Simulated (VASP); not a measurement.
The system is Rh.

```
Rh
1.0
     0.00000    1.89785    1.89785
     1.89785    0.00000    1.89785
     1.89785    1.89785    0.00000
Rh
1
Direct
  0.00000 0.00000 0.00000
```

Program: VASP 6.6.1. Alike in all runs: task single point; no spin polarisation; cell as given; k mesh 12 × 12 × 12; smearing fermi-dirac 0.1 eV.

Order these runs on this cell by their pressure, lowest first.
A. level BLYP; potentials or basis VASP PAW PBE potentials, release 64 (Rh_pv); cutoff (eV) 500
B. level PBEsol; potentials or basis VASP PAW PBE potentials, release 64 (Rh_pv); cutoff (eV) 500
C. level LDA; potentials or basis VASP PAW LDA potentials, release 64 (Rh_pv); cutoff (eV) 500
D. level revPBE; potentials or basis VASP PAW PBE potentials, release 64 (Rh_pv); cutoff (eV) 500
E. level r2SCAN; potentials or basis VASP PAW PBE potentials, release 64 (Rh_pv); cutoff (eV) 550

C (-8.7 GPa), B (-3.4 GPa), E (2.3 GPa), D (11.2 GPa), A (22.5 GPa).

Caveats: the PAW data sets were made with another functional, which shifts forces and pressure a little (some runs).
